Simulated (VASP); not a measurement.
# Au (Cmcm) in VASP: notebook

Runs on Au. Level: r2SCAN. Tasks: single point.

Everything below comes from runs of VASP 6.6.1. Logs are shortened: lines on timing, memory, paths and dates and some standing lists are left out, and cuts for length are marked.

**1. The cell of the first run**

Symmetry: Cmcm, No. 63, orthorhombic system. The conventional cell has a = 2.823 Å, b = 5.112 Å, c = 4.502 Å, α = 90.00°, β = 90.00°, γ = 90.00°. Within 3.7 Å of Au (site symmetry m2m) lie 12 Au at 2.79 to 2.92 Å.

**2. Single point, r2SCAN (strain +0.000 along x and y, -0.080 along z)**

POSCAR reads:

```
Au
1.0
    1.4113099650     -2.5559330250      0.0000000000
    1.4113099650      2.5559330250      0.0000000000
    0.0000000000      0.0000000000      4.5017160412
Au
2
Direct
    0.6653279700      0.3346720300      0.2500000000
    0.3346720300      0.6653279700      0.7500000000
```

INCAR.step1 reads:

```
SYSTEM = Au
PREC = Accurate ; ENCUT = 520
ISMEAR = 0 ; SIGMA = 0.15
LREAL = .FALSE. ; LASPH = .TRUE.
NELM = 60 ; NBANDS = 18
GGA = PE ; ALGO = Normal
EDIFF = 1E-4 ; LWAVE = .TRUE.
LCHARG = .FALSE.
```

INCAR.step2 reads:

```
SYSTEM = Au
PREC = Accurate ; ENCUT = 520
EDIFF = 1E-6 ; ISMEAR = 0
SIGMA = 0.15 ; LREAL = .FALSE.
LASPH = .TRUE. ; NELM = 60
ALGO = Normal ; ISIF = 2
LWAVE = .FALSE. ; LCHARG = .FALSE.
METAGGA = R2SCAN ; LMIXTAU = .TRUE.
NBANDS = 18 ; ISTART = 1
```

KPOINTS reads:

```
regular mesh
0
G
  20 20 10
  0 0 0
```

Potentials or basis: VASP PAW PBE potentials, release 64 (Au).

Command:

```sh
> cat potpaw_PBE.64/Au/POTCAR > POTCAR
> cp INCAR.step1 INCAR
> mpirun -np 1 vasp_std > vasp.out
> cp INCAR.step2 INCAR
> mpirun -np 1 vasp_std > vasp.out
```

OUTCAR:

```text
SYSTEM = Au
   PREC = Accurate
   ENCUT = 520
   EDIFF = 1E-6
   ISMEAR = 0
   LREAL = .FALSE.
   LASPH = .TRUE.
   NELM = 60
   ISIF = 2
   METAGGA = R2SCAN
   ISTART = 1

 ion  position               nearest neighbor table
   1  0.665  0.335  0.250-   2 2.79   2 2.79   2 2.79   2 2.79   2 2.81   2 2.81
   2  0.335  0.665  0.750-   1 2.79   1 2.79   1 2.79   1 2.79   1 2.81   1 2.81

  LATTYP: Found a base centered orthorhombic cell.
 ALAT       =     2.8226199300
 B/A-ratio  =     1.8110359088
 C/A-ratio  =     1.5948714857

  Lattice vectors:

 A1 = (   1.4113099650,  -2.5559330250,   0.0000000000)
 A2 = (   1.4113099650,   2.5559330250,   0.0000000000)
 A3 = (   0.0000000000,   0.0000000000,   4.5017160412)

Analysis of symmetry for initial positions (statically):
=====================================================================
 Subroutine PRICEL returns:
 Original cell was already a primitive cell.

 Routine SETGRP: Setting up the symmetry group for a
 base centered orthorhombic supercell.

 Subroutine GETGRP returns: Found  8 space group operations
 (whereof  4 operations were pure point group operations)
 out of a pool of  8 trial point group operations.

The static configuration has the point symmetry C_2h.
 The point group associated with its full space group is D_2h.

Analysis of symmetry for dynamics (positions and initial velocities):
=====================================================================
 Subroutine PRICEL returns:
 Original cell was already a primitive cell.

 Routine SETGRP: Setting up the symmetry group for a
 base centered orthorhombic supercell.

 Subroutine GETGRP returns: Found  8 space group operations
 (whereof  4 operations were pure point group operations)
 out of a pool of  8 trial point group operations.

The dynamic configuration has the point symmetry C_2h.
 The point group associated with its full space group is D_2h.

 Subroutine INISYM returns: Found  8 space group operations
 (whereof  4 operations are pure point group operations),
 and found     1 'primitive' translations

----------------------------------------------------------------------------------------

                                     Primitive cell

  volume of cell :      32.4773

  direct lattice vectors                    reciprocal lattice vectors
     1.411309965 -2.555933025  0.000000000     0.354280783 -0.195623279  0.000000000
     1.411309965  2.555933025  0.000000000     0.354280783  0.195623279  0.000000000
[... 77 lines left out ...]
   ISTART =      1    job   : 0-new  1-cont  2-samecut
   ICHARG =      0    charge: 1-file 2-atom 10-const
   ISPIN  =      1    spin polarized calculation?
   LNONCOLLINEAR =      F non collinear calculations
   LSORBIT =      F    spin-orbit coupling
   LASPH  =      T    aspherical Exc in radial PAW
   ENCUT  =  520.0 eV  38.22 Ry    6.18 a.u.   5.43  5.43  8.37*2*pi/ulx,y,z
   NELM   =     60;   NELMIN=  2; NELMDL=  0     # of ELM steps
   EDIFF  = 0.1E-05   stopping-criterion for ELM
   LREAL  =      F    real-space projection
[... 7 lines left out ...]
   TEBEG  =    0.0;   TEEND  =   0.0 temperature during run
   PSTRESS=    0.0 pullay stress
   NELECT =      22.0000    total number of electrons
   NUPDOWN=      -1.0000    fix difference up-down
   EMIN   =  10.00;   EMAX   =-10.00  energy-range for DOS
   EFERMI =   0.00;   METHOD = LEGACY
   ISMEAR =     0;   SIGMA  =   0.15  broadening in eV -4-tet -1-fermi 0-gaus
   EFERMI_NEDOS =   21; number of points for ismear=-14 and -15
   IALGO  =     38    algorithm
   IMIX   =      4    mixing-type and parameters
     AMIX     =   0.40;   BMIX     =  1.00
     AMIX_MAG =   1.60;   BMIX_MAG =  1.00
  volume/ion in A,a.u.               =      16.24       109.58
  Fermi-wavevector in a.u.,A,eV,Ry     =   1.437769  2.716989 28.125681  2.067179
  Thomas-Fermi vector in A             =   2.556810
   LORBIT       =      0    0 simple, 1 ext, 2 COOP (PROOUT), +10 PAW based schemes
   METAGGA = R2SCAN    functional components
   LHFCALC =     F    Hartree Fock is set to
   AEXX    =    0.0000 exact exchange contribution
   IVDW    =     0    specifies the selected vdW correction
   LEPSILON=     F    determine dielectric tensor
   LRPA    =     F    only Hartree local field effects (RPA)
 non-spin polarized calculation
 Gauss-broadening in eV      SIGMA  =   0.15
  energy-cutoff  :      520.00
  volume of cell :       32.48
 maximum number of plane-waves:       895
 NGX is ok and might be reduce to    24
   NGX = 11   NGY = 11   NGZ = 17

 number of electron      22.0000002 magnetization

 Free energy of the ion-electron system (eV)
  ---------------------------------------------------
  ext. energy  EPLUGINS =         0.00000000
  ---------------------------------------------------
  free energy    TOTEN  =      -101.00897990 eV

  energy without entropy =     -101.00104686  energy(sigma->0) =     -101.00501338

 E-fermi :  10.1346     XC(G=0): -13.9693

 val. band max:       10.1312948862   @ k =  -0.2000   0.1000   0.2000
 cond. band min:      10.1356197865   @ k =   0.3000   0.2000   0.2000
 fundamental gap:      0.0043249003
 Fermi energy:        10.1346072427

 k-point     1 :       0.0000    0.0000    0.0000
  band No.  band energies     occupation
      1      -0.4911      2.00000
      2       2.1707      2.00000
      3       4.7352      2.00000
      4       5.1281      2.00000
      5       5.3282      2.00000
      6       5.3473      2.00000
[... 481 lines left out ...]
      5       4.7760      2.00000
      6       5.4754      2.00000
[... 10 lines left out ...]
     17      25.3705      0.00000
     18      27.2181      0.00000

 [... further k-points ...]

------------------------ aborting loop because EDIFF is reached ----------------------------------------

  FORCE on cell =-STRESS in cart. coord.  units (eV):
  Direction    XX          YY          ZZ          XY          YZ          ZX
  --------------------------------------------------------------------------------------
  -------------------------------------------------------------------------------------
  Total        3.1005194      2.4397480      4.4843974      0.0000000      0.0000000      0.0000000
  in kB      152.9554895    120.3581710    221.2252533      0.0000000      0.0000000      0.0000000
  external PRESSURE =     164.8463046 kB  Pullay stress =       0.0000000 kB

 VOLUME and BASIS-vectors are now :
 -----------------------------------------------------------------------------
  energy-cutoff  :      520.00
  volume of cell :       32.48
      direct lattice vectors                 reciprocal lattice vectors
     1.411309965 -2.555933025  0.000000000     0.354280783 -0.195623279  0.000000000
     1.411309965  2.555933025  0.000000000     0.354280783  0.195623279  0.000000000
     0.000000000  0.000000000  4.501716041     0.000000000  0.000000000  0.222137512

 POSITION                                       TOTAL-FORCE (eV/Angst)
 -----------------------------------------------------------------------------------
      1.41131     -0.84513      1.12543         0.000000      0.089299     -0.000000
      1.41131      0.84513      3.37629         0.000000     -0.089299      0.000000
 -----------------------------------------------------------------------------------
    total drift:                                0.000000      0.000000     -0.000000

  FREE ENERGIE OF THE ION-ELECTRON SYSTEM (eV)
  ---------------------------------------------------
  free  energy   TOTEN  =      -101.0089799003 eV

  energy  without entropy=     -101.0010468553  energy(sigma->0) =     -101.00501338
```

It took 6.3 min on 1 thread of Intel Xeon 6975P-C (Granite Rapids), shared host; peak memory 0.42 GiB.

Results:

- Free energy: -101.0090 eV
- Pressure: 16.5 GPa
- Largest force: 0.089 eV/Å
- Band gap on the k mesh: zero (bands 11 and 12 overlap by 7.06 eV)

Forces in eV/Å, atoms in the order of the input:
```
Au   0.000  0.089  0.000
Au   0.000 -0.089  0.000
```

Stress tensor (GPa, compression positive):
```
15.30  0.00  0.00
 0.00 12.04  0.00
 0.00  0.00 22.12
```

Caveat: the cell differs from its parent crystal (strain +0.000 along x and y, -0.080 along z); the cell stands under pressure; the PAW data sets were made with another functional, which shifts forces and pressure a little; spin-orbit coupling is left out, which moves the levels of the heavy elements.

**3. Single point, r2SCAN (strain -0.080 along x and y, +0.000 along z)**

POSCAR reads:

```
Au
1.0
    1.2984051678     -2.3514583830      0.0000000000
    1.2984051678      2.3514583830      0.0000000000
    0.0000000000      0.0000000000      4.8931696100
Au
2
Direct
    0.6653279700      0.3346720300      0.2500000000
    0.3346720300      0.6653279700      0.7500000000
```

INCAR.step1 reads:

```
SYSTEM = Au
PREC = Accurate
ENCUT = 520
ISMEAR = 0
SIGMA = 0.15
LREAL = .FALSE.
LASPH = .TRUE.
NELM = 100
NBANDS = 18
GGA = PE
ALGO = Normal
EDIFF = 1E-4
LWAVE = .TRUE.
LCHARG = .FALSE.
```

INCAR.step2 reads:

```
SYSTEM = Au
PREC = Accurate
ENCUT = 520
EDIFF = 1E-6
ISMEAR = 0
SIGMA = 0.15
LREAL = .FALSE.
LASPH = .TRUE.
NELM = 100
ALGO = Normal
ISIF = 2
LWAVE = .FALSE.
LCHARG = .FALSE.
METAGGA = R2SCAN
LMIXTAU = .TRUE.
NBANDS = 18
ISTART = 1
```

KPOINTS reads:

```
Automatic mesh
0
G
  20 20 10
  0 0 0
```

Potentials or basis: VASP PAW PBE potentials, release 64 (Au).

Command:

```sh
> cat potpaw_PBE.64/Au/POTCAR > POTCAR
> cp INCAR.step1 INCAR
> mpirun -np 1 vasp_std > vasp.out
> cp INCAR.step2 INCAR
> mpirun -np 1 vasp_std > vasp.out
```

It took 6.2 min on 1 thread of Intel Xeon 6975P-C (Granite Rapids), shared host; peak memory 0.38 GiB.

It converged, with:

- Free energy: -100.4351 eV
- Pressure: 45.4 GPa
- Largest force: 0.028 eV/Å
- Band gap on the k mesh: zero (bands 11 and 12 overlap by 8.24 eV)

Forces in eV/Å, atoms in the order of the input:
```
Au   0.000  0.028  0.000
Au   0.000 -0.028  0.000
```

Stress tensor (GPa, compression positive):
```
61.85  0.00  0.00
 0.00 46.99  0.00
 0.00  0.00 27.28
```

Levels at points of the mesh, in eV from the Fermi level:
| k point | band 8 | band 9 | band 10 | band 11 | band 12 | band 13 | band 14 | band 15 |
| --- | --- | --- | --- | --- | --- | --- | --- | --- |
| (0.00, 0.00, 0.00) | -3.97 | -3.71 | -2.69 | -2.54 | -2.41 | 2.09 | 14.69 | 15.69 |
| (0.50, 0.00, 0.00) | -2.69 | -1.72 | -1.59 | 0.76 | 2.61 | 6.42 | 7.63 | 8.80 |
| (0.50, 0.50, 0.00) | -2.48 | -1.83 | -1.69 | 0.43 | 2.03 | 5.78 | 7.27 | 8.04 |
| (0.00, 0.00, 0.50) | -5.33 | -3.22 | -3.22 | -3.00 | -3.00 | 9.79 | 9.79 | 16.06 |
| (0.50, 0.00, 0.50) | -3.07 | -1.63 | -1.63 | 0.49 | 0.49 | 5.66 | 5.66 | 13.30 |
| (0.50, 0.50, 0.50) | -3.09 | -1.76 | -1.76 | 0.01 | 0.01 | 4.92 | 4.92 | 12.76 |

Caveat: the cell differs from its parent crystal (strain -0.080 along x and y, +0.000 along z); the cell stands under pressure; the PAW data sets were made with another functional, which shifts forces and pressure a little; spin-orbit coupling is left out, which moves the levels of the heavy elements.

**4. Single point, r2SCAN (strain -0.080 along x and y, +0.080 along z)**

Edit POSCAR of step 3 so:

```diff
@@ -4,3 +4,3 @@
     1.2984051678      2.3514583830      0.0000000000
-    0.0000000000      0.0000000000      4.8931696100
+    0.0000000000      0.0000000000      5.2846231788
 Au
```

INCAR.step1 reads:

```
PREC     = Accurate       # precision mode
ENCUT    = 520            # plane-wave cutoff, eV
ISMEAR   = 0              # smearing method
SIGMA    = 0.15           # smearing width, eV
LREAL    = F              # projectors in reciprocal space
LASPH    = T              # aspherical terms in the spheres
NELM     = 80             # most SCF steps
NBANDS   = 18             # bands
GGA      = PE             # functional
ALGO     = Normal         # electronic algorithm
EDIFF    = 1E-4           # SCF threshold, eV
LWAVE    = T              # write WAVECAR
LCHARG   = F              # write CHGCAR
```

INCAR.step2 reads:

```
PREC     = Accurate       # precision mode
ENCUT    = 520            # plane-wave cutoff, eV
EDIFF    = 1E-7           # SCF threshold, eV
ISMEAR   = 0              # smearing method
SIGMA    = 0.15           # smearing width, eV
LREAL    = F              # projectors in reciprocal space
LASPH    = T              # aspherical terms in the spheres
NELM     = 80             # most SCF steps
ALGO     = Normal         # electronic algorithm
ISIF     = 2              # what is computed and relaxed
LWAVE    = F              # write WAVECAR
LCHARG   = T              # write CHGCAR
METAGGA  = R2SCAN         # meta-GGA
LMIXTAU  = T            
LELF     = T              # ELF
LVHAR    = T            
NBANDS   = 18             # bands
ISTART   = 1
```

KPOINTS reads:

```
regular mesh
0
Gamma
  20 20 10
```

Potentials or basis: VASP PAW PBE potentials, release 64 (Au).

Command:

```sh
> cat potpaw_PBE.64/Au/POTCAR > POTCAR
> cp INCAR.step1 INCAR
> mpirun -np 1 vasp_std > vasp.out
> cp INCAR.step2 INCAR
> mpirun -np 1 vasp_std > vasp.out
```

OUTCAR:

```text
PREC = Accurate
   ENCUT = 520
   EDIFF = 1E-7
   ISMEAR = 0
   LREAL = F
   LASPH = T
   NELM = 80
   ISIF = 2
   METAGGA = R2SCAN
   ISTART = 1

 ion  position               nearest neighbor table
   1  0.665  0.335  0.250-   2 3.05   2 3.05   2 3.05   2 3.05   2 3.07   2 3.07
   2  0.335  0.665  0.750-   1 3.05   1 3.05   1 3.05   1 3.05   1 3.07   1 3.07

  LATTYP: Found a base centered orthorhombic cell.
 ALAT       =     2.5968103356
 B/A-ratio  =     1.8110359088
[... 696 lines left out ...]

------------------------ aborting loop because EDIFF is reached ----------------------------------------

  FORCE on cell =-STRESS in cart. coord.  units (eV):
  Direction    XX          YY          ZZ          XY          YZ          ZX
  --------------------------------------------------------------------------------------
  -------------------------------------------------------------------------------------
  Total        9.1691459      6.6179994      1.2286890      0.0000000      0.0000000      0.0000000
  in kB      455.2478590    328.5835017     61.0043772      0.0000000      0.0000000      0.0000000
  external PRESSURE =     281.6119126 kB  Pullay stress =       0.0000000 kB

 VOLUME and BASIS-vectors are now :
 -----------------------------------------------------------------------------
  energy-cutoff  :      520.00
  volume of cell :       32.27
      direct lattice vectors                 reciprocal lattice vectors
     1.298405168 -2.351458383  0.000000000     0.385087808 -0.212633999  0.000000000
     1.298405168  2.351458383  0.000000000     0.385087808  0.212633999  0.000000000
     0.000000000  0.000000000  5.284623179     0.000000000  0.000000000  0.189228251

 POSITION                                       TOTAL-FORCE (eV/Angst)
 -----------------------------------------------------------------------------------
      1.29841     -0.77752      1.32116         0.000000      0.001092      0.000000
      1.29841      0.77752      3.96347         0.000000     -0.001092      0.000000
 -----------------------------------------------------------------------------------
    total drift:                                0.000000      0.000000     -0.000000

  FREE ENERGIE OF THE ION-ELECTRON SYSTEM (eV)
  ---------------------------------------------------
  free  energy   TOTEN  =      -100.6619605245 eV

  energy  without entropy=     -100.6578280720  energy(sigma->0) =     -100.65989430
```

OUTCAR.step1:

```text
PREC = Accurate
   ENCUT = 520
   ISMEAR = 0
   LREAL = F
   LASPH = T
[... 728 lines left out ...]
 -----------------------------------------------------------------------------------
      1.29841     -0.77752      1.32116         0.000000      0.001005      0.000000
      1.29841      0.77752      3.96347         0.000000     -0.001005     -0.000000
 -----------------------------------------------------------------------------------
    total drift:                               -0.000000      0.000000     -0.000000

  FREE ENERGIE OF THE ION-ELECTRON SYSTEM (eV)
  ---------------------------------------------------
  free  energy   TOTEN  =        -5.8141905233 eV

  energy  without entropy=       -5.8095139026  energy(sigma->0) =       -5.81185221
```

Run time: 7.5 min. Hardware: 1 thread of Intel Xeon 6975P-C (Granite Rapids), shared host; peak memory 0.4 GiB.

What came out:

```yaml
Free_energy: -100.6620 eV
Pressure: 28.2 GPa
Band_gap_on_the_k_mesh: zero (bands 11 and 12 overlap by 8.11 eV)
```

Stress tensor (GPa, compression positive):
```
45.52  0.00  0.00
 0.00 32.86  0.00
 0.00  0.00  6.10
```

Caveat: the cell differs from its parent crystal (strain -0.080 along x and y, +0.080 along z); the cell stands under pressure; the PAW data sets were made with another functional, which shifts forces and pressure a little; spin-orbit coupling is left out, which moves the levels of the heavy elements.

**5. Summary**

```csv
cell,gap on the mesh (eV),pressure (GPa),largest force (eV/Å)
"a = 2.920, b = 2.920, c = 4.502 Å, angles 90.0, 90.0, 122.2°, 2 atoms",none,16.5,0.09
"a = 2.686, b = 2.686, c = 4.893 Å, angles 90.0, 90.0, 122.2°, 2 atoms",none,45.4,0.03
"a = 2.686, b = 2.686, c = 5.285 Å, angles 90.0, 90.0, 122.2°, 2 atoms",none,28.2,-
```

Alike in all rows: task single point; level r2SCAN; potentials or basis VASP PAW PBE potentials, release 64 (Au); no spin polarisation; k mesh 20 × 20 × 10; cutoff (eV) 520; smearing gaussian 0.15 eV.

Caveats: the cell stands under pressure; the PAW data sets were made with another functional, which shifts forces and pressure a little; spin-orbit coupling is left out, which moves the levels of the heavy elements.

Total energies depend on the potentials used, so only differences within one code and one set of settings carry meaning.
